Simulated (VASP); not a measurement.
# Er (Im-3m) in VASP: single point with PBEsol

Aim: the single point of Er with PBEsol.

Everything below comes from runs of VASP 6.6.1. Logs are shortened: lines on timing, memory, paths and dates and some standing lists are left out, and cuts for length are marked.

### Step 1. The cell of the first run

It takes space group Im-3m (No. 229, cubic). The conventional cell has a = 3.984 Å, b = 3.984 Å, c = 3.984 Å, α = 90.00°, β = 90.00°, γ = 90.00°. Er (site symmetry m-3m) has 14 Er at 3.45 to 3.98 Å within 4.5 Å.

This isn't the form of Er at room conditions, which is hcp.

### Step 2. Single point, PBEsol

File INCAR:

```
ALGO     = All            # electronic algorithm
EDIFF    = 1E-6           # SCF threshold, eV
ENCUT    = 690            # plane-wave cutoff, eV
GGA      = PS             # functional
GGA_COMPAT= False        
ISEARCH  = 1            
ISIF     = 2              # what is computed and relaxed
ISMEAR   = -1             # smearing method
KPAR     = 4            
LASPH    = True           # aspherical terms in the spheres
LCHARG   = True           # write CHGCAR
LMAXMIX  = 6              # l up to which the mixer works
LREAL    = False          # projectors in reciprocal space
LVHAR    = True         
LWAVE    = False          # write WAVECAR
NBANDS   = 17             # bands
NELM     = 300            # most SCF steps
PREC     = Accurate       # precision mode
SIGMA    = 0.13605693000000002 # smearing width, eV
```

File KPOINTS:

```
k-points
0
Gamma
  12 12 12
```

File POSCAR:

```
Er
1.0
   -1.9922407694      1.9922407694      1.9922407694
    1.9922407694     -1.9922407694      1.9922407694
    1.9922407694      1.9922407694     -1.9922407694
Er
1
Direct
    0.0000000000      0.0000000000      0.0000000000
```

Potentials or basis: VASP PAW PBE potentials, release 64 (Er).

Launch:

```console
cat potpaw_PBE.64/Er/POTCAR > POTCAR
mpirun -np 4 vasp_std > vasp.out
```

OUTCAR:

```text
EDIFF = 1E-6
   ENCUT = 690
   GGA = PS
   ISIF = 2
   ISMEAR = -1
   LASPH = True
   LREAL = False
   NELM = 300
   PREC = Accurate

 ion  position               nearest neighbor table
   1  0.000  0.000  0.000-

  LATTYP: Found a body centered cubic cell.
 ALAT       =     3.9844815388

  Lattice vectors:

 A1 = (  -1.9922407694,   1.9922407694,   1.9922407694)
 A2 = (   1.9922407694,  -1.9922407694,   1.9922407694)
 A3 = (   1.9922407694,   1.9922407694,  -1.9922407694)

Analysis of symmetry for initial positions (statically):
=====================================================================
 Subroutine PRICEL returns:
 Original cell was already a primitive cell.

 Routine SETGRP: Setting up the symmetry group for a
 body centered cubic supercell.

 Subroutine GETGRP returns: Found 48 space group operations
 (whereof 48 operations were pure point group operations)
 out of a pool of 48 trial point group operations.

The static configuration has the point symmetry O_h .

Analysis of symmetry for dynamics (positions and initial velocities):
=====================================================================
 Subroutine PRICEL returns:
 Original cell was already a primitive cell.

 Routine SETGRP: Setting up the symmetry group for a
 body centered cubic supercell.

 Subroutine GETGRP returns: Found 48 space group operations
 (whereof 48 operations were pure point group operations)
 out of a pool of 48 trial point group operations.

The dynamic configuration has the point symmetry O_h .

 Subroutine INISYM returns: Found 48 space group operations
 (whereof 48 operations are pure point group operations),
 and found     1 'primitive' translations

----------------------------------------------------------------------------------------

                                     Primitive cell

  volume of cell :      31.6290

  direct lattice vectors                    reciprocal lattice vectors
    -1.992240769  1.992240769  1.992240769     0.000000000  0.250973681  0.250973681
     1.992240769 -1.992240769  1.992240769     0.250973681  0.000000000  0.250973681
     1.992240769  1.992240769 -1.992240769     0.250973681  0.250973681  0.000000000

  length of vectors
     3.450662234  3.450662234  3.450662234     0.354930384  0.354930384  0.354930384

  position of ions in fractional coordinates (direct lattice)
     0.000000000  0.000000000  0.000000000

  ion indices of the primitive-cell ions
   primitive index   ion index
                 1           1

----------------------------------------------------------------------------------------

 KPOINTS: k-points

Automatic generation of k-mesh.
 Grid dimensions read from file:
 generate k-points for:   12   12   12

 Generating k-lattice:

  Cartesian coordinates                     Fractional coordinates (reciprocal lattice)
     0.000000000  0.020914473  0.020914473     0.083333333  0.000000000  0.000000000
     0.020914473  0.000000000  0.020914473     0.000000000  0.083333333  0.000000000
     0.020914473  0.020914473  0.000000000     0.000000000  0.000000000  0.083333333

  Length of vectors
     0.029577532  0.029577532  0.029577532

  Shift w.r.t. Gamma in fractional coordinates (k-lattice)
     0.000000000  0.000000000  0.000000000

 Subroutine IBZKPT returns following result:
 ===========================================

 Found     72 irreducible k-points:

 Following reciprocal coordinates:
            Coordinates               Weight
  0.000000  0.000000  0.000000      1.000000
  0.083333  0.000000  0.000000     12.000000
  0.166667  0.000000  0.000000     12.000000
  0.250000  0.000000  0.000000     12.000000
  0.333333  0.000000  0.000000     12.000000
  0.416667  0.000000  0.000000     12.000000
[... 16 lines left out ...]
  0.333333  0.083333  0.083333     24.000000
  0.416667  0.083333  0.083333     12.000000
 [... further k-points ...]
   k-points           NKPTS =     72   k-points in BZ     NKDIM =     72   number of bands    NBANDS=     17
   number of dos      NEDOS =    301   number of ions     NIONS =      1
   total plane-waves  NPLWV =  27000
   dimension x,y,z NGX =    30 NGY =   30 NGZ =   30
   dimension x,y,z NGXF=    60 NGYF=   60 NGZF=   60
   ions per type =               1
   NGX,Y,Z   is equivalent  to a cutoff of  14.45, 14.45, 14.45 a.u.
   NGXF,Y,Z  is equivalent  to a cutoff of  28.91, 28.91, 28.91 a.u.
 SYSTEM =  unknown system
   PREC   = accura    normal or accurate (medium, high low for compatibility)
   ISTART =      0    job   : 0-new  1-cont  2-samecut
   ICHARG =      2    charge: 1-file 2-atom 10-const
   ISPIN  =      1    spin polarized calculation?
   LNONCOLLINEAR =      F non collinear calculations
   LSORBIT =      F    spin-orbit coupling
   LASPH  =      T    aspherical Exc in radial PAW
   ENCUT  =  690.0 eV  50.71 Ry    7.12 a.u.   7.39  7.39  7.39*2*pi/ulx,y,z
   NELM   =    300;   NELMIN=  2; NELMDL= -5     # of ELM steps
   EDIFF  = 0.1E-05   stopping-criterion for ELM
   LREAL  =      F    real-space projection
   EDIFFG = 0.1E-04   stopping-criterion for IOM
   NSW    =      0    number of steps for IOM
   IBRION =     -1    ionic relax: 0-MD 1-quasi-New 2-CG
   NFREE  =      0    steps in history (QN), initial steepest desc. (CG)
   ISIF   =      2    stress and relaxation
   ISYM   =      2    0-nonsym 1-usesym 2-fastsym
   POTIM  = 0.5000    time-step for ionic-motion
   TEBEG  =    0.0;   TEEND  =   0.0 temperature during run
   PSTRESS=    0.0 pullay stress
   NELECT =      22.0000    total number of electrons
   NUPDOWN=      -1.0000    fix difference up-down
   EMIN   =  10.00;   EMAX   =-10.00  energy-range for DOS
   EFERMI =   0.00;   METHOD = LEGACY
   ISMEAR =    -1;   SIGMA  =   0.14  broadening in eV -4-tet -1-fermi 0-gaus
   EFERMI_NEDOS =   21; number of points for ismear=-14 and -15
   IALGO  =     58    algorithm
   IMIX   =      4    mixing-type and parameters
     AMIX     =   0.40;   BMIX     =  1.00
     AMIX_MAG =   1.60;   BMIX_MAG =  1.00
  volume/ion in A,a.u.               =      31.63       213.44
  Fermi-wavevector in a.u.,A,eV,Ry     =   1.450509  2.741065 28.626355  2.103978
  Thomas-Fermi vector in A             =   2.568113
   LORBIT       =      0    0 simple, 1 ext, 2 COOP (PROOUT), +10 PAW based schemes
   GGA     = PS    functional components
   LHFCALC =     F    Hartree Fock is set to
   AEXX    =    0.0000 exact exchange contribution
   IVDW    =     0    specifies the selected vdW correction
   LEPSILON=     F    determine dielectric tensor
   LRPA    =     F    only Hartree local field effects (RPA)
 non-spin polarized calculation
  energy-cutoff  :      690.00
  volume of cell :       31.63
 maximum number of plane-waves:      1322
 NGX is ok and might be reduce to    30
   NGX = 15   NGY = 15   NGZ = 15

 number of electron      22.0000004 magnetization

 Free energy of the ion-electron system (eV)
  ---------------------------------------------------
  ext. energy  EPLUGINS =         0.00000000
  ---------------------------------------------------
  free energy    TOTEN  =        -4.80012445 eV

  energy without entropy =       -4.02349976  energy(sigma->0) =       -4.41181211

 E-fermi :   2.1136     XC(G=0): -10.1523

 val. band max:        2.0876157463   @ k =   0.5000   0.5000   0.2500
 cond. band min:       2.1383993770   @ k =  -0.4167  -0.4167   0.2500
 fundamental gap:      0.0507836307
 Fermi energy:         2.1135513466

 k-point     1 :       0.0000    0.0000    0.0000
  band No.  band energies     occupation
      1     -46.1409      2.00000
      2     -20.1868      2.00000
      3     -20.1868      2.00000
      4     -20.1868      2.00000
      5      -2.9446      2.00000
      6       1.7472      1.87147
[... 9 lines left out ...]
     16       7.2218      0.00000
     17       7.2232      0.00000

 k-point     2 :       0.0833    0.0000    0.0000
  band No.  band energies     occupation
      1     -46.1377      2.00000
      2     -20.2332      2.00000
      3     -20.2010      2.00000
      4     -20.1871      2.00000
      5      -2.7422      2.00000
      6       1.7465      1.87213
[... 9 lines left out ...]
     16       6.9791      0.00000
     17       7.2230      0.00000

 k-point     3 :       0.1667    0.0000    0.0000
  band No.  band energies     occupation
      1     -46.1289      2.00000
      2     -20.3572      2.00000
      3     -20.2395      2.00000
      4     -20.1878      2.00000
      5      -2.1688      2.00000
      6       1.7456      1.87290
[... 9 lines left out ...]
     16       6.7375      0.00000
     17       7.2565      0.00000

 k-point     4 :       0.2500    0.0000    0.0000
  band No.  band energies     occupation
      1     -46.1169      2.00000
      2     -20.5210      2.00000
      3     -20.2915      2.00000
      4     -20.1889      2.00000
      5      -1.3319      2.00000
      6       1.7496      1.86938
[... 9 lines left out ...]
     16       6.8666      0.00000
     17       7.3795      0.00000
[... 343 lines left out ...]
      1     -46.1027      2.00000
      2     -20.6830      2.00000
      3     -20.3470      2.00000
      4     -20.2287      2.00000
      5      -0.0858      2.00000
      6       1.7676      1.85224
[... 9 lines left out ...]
     16       7.7403      0.00000
     17       8.7033      0.00000

 k-point    23 :       0.3333    0.0833    0.0833
  band No.  band energies     occupation
      1     -46.0949      2.00000
      2     -20.7607      2.00000
      3     -20.4020      2.00000
      4     -20.2321      2.00000
      5       0.5852      1.99997
      6       1.7640      1.85588
[... 9 lines left out ...]
     16       8.0103      0.00000
     17      10.2941      0.00000

 k-point    24 :       0.4167    0.0833    0.0833
  band No.  band energies     occupation
      1     -46.0920      2.00000
      2     -20.7881      2.00000
      3     -20.4228      2.00000
      4     -20.2333      2.00000
      5       0.7964      1.99987
      6       1.7619      1.85785
[... 9 lines left out ...]
     16       8.1296      0.00000
     17      10.8904      0.00000

 [... further k-points ...]

------------------------ aborting loop because EDIFF is reached ----------------------------------------

  FORCE on cell =-STRESS in cart. coord.  units (eV):
  Direction    XX          YY          ZZ          XY          YZ          ZX
  --------------------------------------------------------------------------------------
  -------------------------------------------------------------------------------------
  Total       -0.0435739     -0.0435739     -0.0435739     -0.0000000      0.0000000     -0.0000000
  in kB       -2.2072491     -2.2072491     -2.2072491     -0.0000000      0.0000000     -0.0000000
  external PRESSURE =      -2.2072491 kB  Pullay stress =       0.0000000 kB

 VOLUME and BASIS-vectors are now :
 -----------------------------------------------------------------------------
  energy-cutoff  :      690.00
  volume of cell :       31.63
      direct lattice vectors                 reciprocal lattice vectors
    -1.992240769  1.992240769  1.992240769     0.000000000  0.250973681  0.250973681
     1.992240769 -1.992240769  1.992240769     0.250973681  0.000000000  0.250973681
     1.992240769  1.992240769 -1.992240769     0.250973681  0.250973681  0.000000000

 POSITION                                       TOTAL-FORCE (eV/Angst)
 -----------------------------------------------------------------------------------
      0.00000      0.00000      0.00000         0.000000     -0.000000     -0.000000
 -----------------------------------------------------------------------------------
    total drift:                               -0.000000     -0.000000      0.000000

  FREE ENERGIE OF THE ION-ELECTRON SYSTEM (eV)
  ---------------------------------------------------
  free  energy   TOTEN  =        -4.8001244528 eV

  energy  without entropy=       -4.0234844755  energy(sigma->0) =       -4.41180446
```

Wall time 70 s (4 MPI ranks of AMD EPYC 7R43 (Zen 3), shared host); peak memory 0.23 GiB.

What came out:

```
Free energy            : -4.8001 eV
Pressure               : -0.2 GPa
Band gap on the k mesh : zero (bands 11 and 12 overlap by 0.05 eV)
```

Levels at points of the mesh, in eV from the Fermi level:
| k point | band 8 | band 9 | band 10 | band 11 | band 12 | band 13 | band 14 | band 15 | band 16 | band 17 |
| --- | --- | --- | --- | --- | --- | --- | --- | --- | --- | --- |
| (0.00, 0.00, 0.00) | -0.37 | -0.17 | -0.17 | -0.17 | -0.11 | 2.91 | 2.91 | 2.91 | 5.11 | 5.11 |
| (0.50, 0.00, 0.00) | -0.29 | -0.21 | -0.21 | -0.18 | -0.15 | 1.09 | 1.41 | 4.96 | 5.99 | 9.22 |
| (0.50, 0.50, 0.50) | -0.30 | -0.30 | -0.30 | -0.15 | -0.15 | -0.15 | 6.43 | 6.43 | 6.46 | 7.43 |

Caveat: the PAW data sets were made with another functional, which shifts forces and pressure a little; spin-orbit coupling is left out, which moves the levels of the heavy elements; semilocal functionals describe open f shells poorly, which spoils levels, moments and volumes. Spin polarisation is off, so any magnetic state and its effect on volume and gap are missing.

The gap in the log of VASP goes by the Fermi energy; the results here count the filled bands.